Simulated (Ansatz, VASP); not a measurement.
**AlSi2 in VASP and in Ansatz**

The input INCAR:

```
SYSTEM = AlSi2
PREC = Accurate
ENCUT = 600
EDIFF = 1E-6
ISMEAR = 0
SIGMA = 0.1
LREAL = .False.
LASPH = .True.
NELM = 60
ALGO = Normal
ISIF = 3
LWAVE = .False.
LCHARG = .False.
GGA = PE
IBRION = 2
NSW = 100
EDIFFG = -0.01
```

KPOINTS

```
Automatic mesh
0
Gamma
  14 14 12
  0 0 0
```

Contents of POSCAR:

```
AlSi2
1.0
    3.4912701152      0.0000000000      0.0000000000
    0.0000000000      3.4912701152      0.0000000000
    0.0000000000      0.0000000000      4.2639039860
Al Si
1 2
Direct
    0.5000000000      0.5000000000      0.5000000000
    0.0000000000      0.5000000000      0.0582970874
    0.5000000000      0.0000000000      0.9417029126
```

Input for Ansatz:

```yaml
crystal:
  lattice:
    - [3.4912701152, 0.0, 0.0]
    - [0.0, 3.4912701152, 0.0]
    - [0.0, 0.0, 4.263903986]
  atoms:
    - { symbol: Al, position: [0.5, 0.5, 0.5] }
    - { symbol: Si, position: [0.0, 0.5, 0.0582970874] }
    - { symbol: Si, position: [0.5, 0.0, 0.9417029126] }
basis:
  ecutwfc: 420
kpoints:
  mp_grid: { grid: [14, 14, 12] }
hamiltonian:
  xc: pbe
scf:
  occupations: { method: gaussian, width: 0.1 }
output:
  forces: true
  stress: true
  eigenvalues: true
relax:
  adjacent_minimum: "off"
  f_tol: 0.01
  max_steps: 80
  cell: { stress_tol: 0.05 }
```

Change from the starting cell: the structure that the rattled rutile type (P4_2/mnm, No. 136) fell into.

Alike in both runs: task relaxation of cell and atoms; functional PBE; k mesh 14 × 14 × 12; occupations gaussian, width 0.1 eV; no spin polarisation.

```csv
,VASP,Ansatz
version,VASP 6.6.1,Ansatz 0.2.0
potentials or method,"VASP PAW PBE potentials, release 64 (Al, Si), cutoff 600 eV","scalar-relativistic, plane waves, PAW"
valence electrons in the cell,11,11
```

|  | VASP | Ansatz | Ansatz less VASP |
| --- | --- | --- | --- |
| gap on the k mesh at the Fermi level, each at its own relaxed structure (eV) | none | none | - |
| relaxed volume (Å³/atom) | 17.17 | 17.19 | +0.011 |
| relaxed cell length with the largest relative difference (Å) | 4.170 | 4.172 | +0.0022 |

A gap of «none» marks a metal or a gap that the smearing closes.
